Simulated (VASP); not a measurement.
Input of a VASP 6.6.1 run:

The input INCAR:

```
  PREC = Accurate
  ENCUT = 600
  EDIFF = 1E-6
  ISMEAR = 0
  SIGMA = 0.05
  LREAL = False
  LASPH = True
  NELM = 100
  ALGO = Fast
  ISIF = 4
  LWAVE = False
  LCHARG = False
  GGA = PE
  IBRION = 2
  NSW = 60
  EDIFFG = -0.01
```

KPOINTS

```
Automatic mesh
0
Gamma
  10 10 6
```

The input POSCAR:

```
ReBi
1.0
    4.5306303399      0.0000000000      0.0000000000
   -2.2653151699      3.9236409695      0.0000000000
    0.0000000000      0.0000000000      5.0195105233
Re Bi
2 2
Direct
    0.0000000000      0.0000000000      0.0000000000
    0.0000000000      0.0000000000      0.5000000000
    0.3333333333      0.6666666667      0.2500000000
    0.6666666667      0.3333333333      0.7500000000
```

Potentials or basis: VASP PAW PBE potentials, release 64 (Re, Bi_d).

Command:

```console
$ cat potpaw_PBE.64/Re/POTCAR potpaw_PBE.64/Bi_d/POTCAR > POTCAR
$ mpirun -np 1 vasp_std > vasp.out
```

Estimate the band gap on the k mesh.

zero (bands 22 and 23 overlap by 1.39 eV).

The path:
| step | energy change (eV) | largest force (eV/Å) | pressure (GPa) | volume (Å³) |
| --- | --- | --- | --- | --- |
| 1 | 0.0000 | 0.0000 | 2.74 | 89.23 |
| 2 | -0.0008 | 0.0000 | 2.54 | 89.23 |

Caveat: spin-orbit coupling is left out, which moves the levels of the heavy elements.
